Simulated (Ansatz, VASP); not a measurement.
Two plane-wave programs on Na3H

```
CELL_PARAMETERS angstrom
4.03584 0.00000 0.00000
0.00000 4.03584 0.00000
0.00000 0.00000 3.99436
ATOMIC_POSITIONS crystal
Na 0.00000 0.50000 0.50000
Na 0.50000 0.00000 0.50000
Na 0.50000 0.50000 0.00000
H 0.00000 0.00000 0.00000
```

Change from the starting cell: species swapped into the Cu3Pd type (P4/mmm, No. 123).

Alike in both runs: task relaxation of cell and atoms; functional PBE; k mesh 4 × 4 × 4; occupations gaussian, width 0.1 eV; no spin polarisation.

|  | VASP | Ansatz |
| --- | --- | --- |
| version | VASP 6.6.1 | Ansatz 0.2.0 |
| potentials or method | VASP PAW PBE potentials, release 64 (Na_sv, H_h), cutoff 1230 eV | scalar-relativistic, plane waves, PAW |
| valence electrons in the cell | 28 | 28 |

```csv
,VASP,Ansatz,Ansatz less VASP
"gap on the k mesh at the Fermi level, each at its own relaxed structure (eV)",none,none,-
relaxed volume (Å³/atom),25.25,26.49,+1.237
relaxed length of the cell vector where the two differ most in proportion (Å),4.673,4.776,+0.1038
```

A gap of «none» marks a metal or a gap that the smearing closes.

The k mesh is coarse, so the values compare programs but aren't converged. Noted on VASP's run: the volume moved by over 15 % at a fixed basis, so the end points are rough.
